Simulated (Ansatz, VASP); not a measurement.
## Na2TiCdC6N6: VASP beside Ansatz

The input INCAR:

```
PREC = Accurate
ENCUT = 520
EDIFF = 1E-7
ISMEAR = 0
SIGMA = 0.1
LREAL = Auto
LASPH = T
NELM = 150
ALGO = Normal
ISIF = 2
LWAVE = F
LCHARG = F
ISPIN = 2
MAGMOM = 0 0 1 0 0 0 0 0 0 0 0 0 0 0 0 0
LORBIT = 11
LMAXMIX = 4
GGA = PE
NBANDS = 64
```

KPOINTS

```
Automatic mesh
0
Gamma
  4 4 4
```

File POSCAR:

```
Na2TiCdC6N6
1.0
    0.0000000000      5.2010000000      5.2010000000
    5.2010000000      0.0000000000      5.2010000000
    5.2010000000      5.2010000000      0.0000000000
Na Ti Cd C N
2 1 1 6 6
Direct
    0.2500000000      0.2500000000      0.2500000000
    0.7500000000      0.7500000000      0.7500000000
    0.5000000000      0.5000000000      0.5000000000
    0.0000000000      0.0000000000      0.0000000000
    0.8076331500      0.1923668500      0.1923668500
    0.1923668500      0.8076331500      0.1923668500
    0.1923668500      0.1923668500      0.8076331500
    0.1923668500      0.8076331500      0.8076331500
    0.8076331500      0.1923668500      0.8076331500
    0.8076331500      0.8076331500      0.1923668500
    0.6951547800      0.3048452200      0.3048452200
    0.3048452200      0.6951547800      0.3048452200
    0.3048452200      0.3048452200      0.6951547800
    0.3048452200      0.6951547800      0.6951547800
    0.6951547800      0.3048452200      0.6951547800
    0.6951547800      0.6951547800      0.3048452200
```

Input for Ansatz:

```yaml
crystal:
  lattice:
    - [0.0, 5.201, 5.201]
    - [5.201, 0.0, 5.201]
    - [5.201, 5.201, 0.0]
  atoms:
    - { symbol: Na, position: [0.25, 0.25, 0.25] }
    - { symbol: Na, position: [0.75, 0.75, 0.75] }
    - { symbol: Ti, position: [0.5, 0.5, 0.5], spin: 1.0 }
    - { symbol: Cd, position: [0.0, 0.0, 0.0] }
    - { symbol: C, position: [0.80763315, 0.19236685, 0.19236685] }
    - { symbol: C, position: [0.19236685, 0.80763315, 0.19236685] }
    - { symbol: C, position: [0.19236685, 0.19236685, 0.80763315] }
    - { symbol: C, position: [0.19236685, 0.80763315, 0.80763315] }
    - { symbol: C, position: [0.80763315, 0.19236685, 0.80763315] }
    - { symbol: C, position: [0.80763315, 0.80763315, 0.19236685] }
    - { symbol: "N", position: [0.69515478, 0.30484522, 0.30484522] }
    - { symbol: "N", position: [0.30484522, 0.69515478, 0.30484522] }
    - { symbol: "N", position: [0.30484522, 0.30484522, 0.69515478] }
    - { symbol: "N", position: [0.30484522, 0.69515478, 0.69515478] }
    - { symbol: "N", position: [0.69515478, 0.30484522, 0.69515478] }
    - { symbol: "N", position: [0.69515478, 0.69515478, 0.30484522] }
basis:
  ecutwfc: 420
kpoints:
  mp_grid: { grid: [4, 4, 4] }
hamiltonian:
  xc: pbe
scf:
  occupations: { method: gaussian, width: 0.1 }
  lower_state_search: "off"
output:
  forces: true
  stress: true
  eigenvalues: true
  populations: true
magnetization:
  spin_polarized: true
```

Alike in both runs: task single point; functional PBE; k mesh 4 × 4 × 4; occupations gaussian, width 0.1 eV; collinear spin.

|  | VASP | Ansatz |
| --- | --- | --- |
| version | VASP 6.6.1 | Ansatz 0.2.0 |
| potentials or method | VASP PAW PBE potentials, release 64 (Na_pv, Ti_sv, Cd, C, N), cutoff 520 eV | scalar-relativistic, plane waves, PAW |
| valence electrons in the cell | 92 | 104 |

```csv
,VASP,Ansatz,Ansatz less VASP
gap on the k mesh at the Fermi level (eV),none,none,-
pressure (GPa),18.4,17.7,-0.70
rms of the force components (eV/Å),1.542,1.608,+0.0659
net moment per atom (μB),0.12,0.12,0.000
size of the moment on the site where the two differ most (μB),1.05,0.79,-0.260
```

Site moments also hang on the region over which each program counts them. Atom by atom the forces differ by 0.156 eV/Å (rms over components). A gap of «none» marks a metal or a gap that the smearing closes. VASP's potentials hold 92 valence electrons a cell and Ansatz's 104, so a difference there can come from the potentials and not from the codes.

Noted on VASP's run: the standard files for N, O and F lose accuracy on very short bonds.
